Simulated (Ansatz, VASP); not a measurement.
## Two plane-wave programs on BAs

```
CELL_PARAMETERS angstrom
0.00000 2.34073 2.38850
2.34073 0.00000 2.38850
2.34073 2.34073 0.00000
ATOMIC_POSITIONS crystal
B 0.00000 0.00000 0.00000
As 0.75000 0.75000 0.75000
```

Change from the starting cell: equal xx and yy strain of -2 %, PAW files.

Alike in both runs: task electric field gradients; functional LDA; k mesh 13 × 13 × 13; occupations fermi-dirac, width 0.05 eV; no spin polarisation.

```csv
,VASP,Ansatz
version,VASP 6.6.1,Ansatz 0.2.0
potentials or method,"VASP PAW LDA potentials, release 64 (B, As_d)","PAW with Ansatz's default frozen-core files, scalar-relativistic"
plane-wave cutoff (eV),420,420
valence electrons in the cell,18,18
```

```csv
,VASP,Ansatz,Ansatz less VASP
size of Vzz on the site where it differs most (V/Å²),2.8,2.5,-0.30
```

LDA's correlation is that of Perdew and Zunger in VASP and of Perdew and Wang (1992) in Ansatz.
